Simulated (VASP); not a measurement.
The system is Se.

```
Se
1.0
     2.83062    0.00000    0.00000
     0.00000    2.83062    0.00000
     0.00000    0.00000    2.83062
Se
1
Direct
  0.00000 0.00000 0.00000
```

| Item | Value |
| --- | --- |
| Program | VASP 6.6.1 |
| Task | relaxation of cell and atoms |
| Functional | LDA |
| Potentials or basis | VASP PAW LDA potentials, release 64 (Se) |
| Cutoff | 600 eV |
| k mesh | 13 × 13 × 13 |
| Occupations | fermi-dirac, width 0.08 eV |
| Spin | no spin polarisation |

At the start: pressure -4.8 GPa; volume 22.68 Å³/atom.

How do energy, volume and symmetry change on relaxing?

Over 3 steps the energy falls by 22.3 meV/atom and the volume is 21.27 Å³/atom (-6.2 %); space group Pm-3m (No. 221, to 0.05 Å).

The path:
| step | energy change (eV) | largest force (eV/Å) | pressure (GPa) | volume (Å³) |
| --- | --- | --- | --- | --- |
| 1 | 0.0000 | 0.0000 | -4.79 | 22.68 |
| 2 | -0.0148 | 0.0000 | 3.34 | 20.53 |
| 3 | -0.0223 | 0.0000 | -0.02 | 21.27 |

Final structure:
```
Se
1.0
     2.77090    0.00000    0.00000
     0.00000    2.77090    0.00000
     0.00000    0.00000    2.77090
Se
1
Direct
  0.00000 0.00000 0.00000
```
